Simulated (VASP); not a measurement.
Runs of VASP 6.6.1 on Ga3Sb. The structure is that of space group I4/mmm (No. 139), or close to it. The cells are those of the table. 

```tsv
task	cell	cutoff (eV)	gap on the mesh (eV)	pressure (GPa)
single point	a = 5.383 Å, angles 129.0, 129.0, 75.1°, 4 atoms	520	none	(b)
relaxation of shape and atoms at fixed volume	relaxed from a = 5.032 Å, angles 128.5, 128.5, 75.9°, 4 atoms	600	none	6.1
single point	a = 5.162 Å, angles 129.0, 129.0, 75.1°, 4 atoms	520	none	1.7
single point	a = 5.027 Å, angles 128.4, 128.4, 76.1°, 4 atoms	520	none	6.1
single point	a = 4.965 Å, angles 128.2, 128.2, 76.3°, 4 atoms	520	none	9.0
single point	a = 5.266 Å, angles 129.0, 129.0, 75.1°, 4 atoms	520	none	-1.5
single point	a = 5.087 Å, angles 128.5, 128.5, 75.9°, 4 atoms	520	none	3.7
single point	a = 5.317 Å, angles 129.0, 129.0, 75.1°, 4 atoms	520	none	(a)
```

Alike in all rows: level PBE+D3(BJ); potentials or basis VASP PAW PBE potentials, release 64 (Ga_d, Sb); no spin polarisation; k mesh 14 × 14 × 14; smearing gaussian 0.1 eV.

Q: Estimate the missing entries.

A: (a) -2.7; (b) -4.0.

Caveats: spin-orbit coupling is left out, which moves the levels of the heavy elements; the cell stands under pressure (at least some runs); the cell stands under tension (at least some runs); the highest band is partly filled, so the run has too few bands (at least some runs).

A k mesh can miss the band edges, and the runs leave out spin-orbit coupling on Ga, Sb.

A gap of «none» marks levels without a gap at the run's occupations.
